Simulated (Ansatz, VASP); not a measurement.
# One calculation of Te, two programs

```
Te
1.0
     2.15029    1.24147    1.79076
    -2.15029    1.24147    1.79076
     0.00000   -2.48295    1.79076
Te
1
Direct
  0.50000 0.50000 0.50000
```

Alike in both runs: task single point; functional PBEsol; k mesh 15 × 15 × 15; occupations gaussian, width 0.15 eV; no spin polarisation.

|  | VASP | Ansatz |
| --- | --- | --- |
| version | VASP 6.6.1 | Ansatz 0.2.0 |
| potentials or method | VASP PAW PBE potentials, release 64 (Te), cutoff 520 eV | scalar-relativistic, plane waves, PAW |
| valence electrons in the cell | 6 | 16 |

|  | VASP | Ansatz | Ansatz less VASP |
| --- | --- | --- | --- |
| gap on the k mesh at the Fermi level (eV) | none | none | - |
| pressure (GPa) | 6.1 | 6.0 | -0.12 |
| traceless stress, the component that is largest in VASP (GPa) | 0.22 | 0.21 | -0.006 |

VASP's potentials were made for PBE, not for PBEsol. A gap of «none» marks a metal or a gap that the smearing closes. VASP's potentials hold 6 valence electrons a cell and Ansatz's 16, so a difference there can come from the potentials and not from the codes.

Spin-orbit coupling is off throughout.
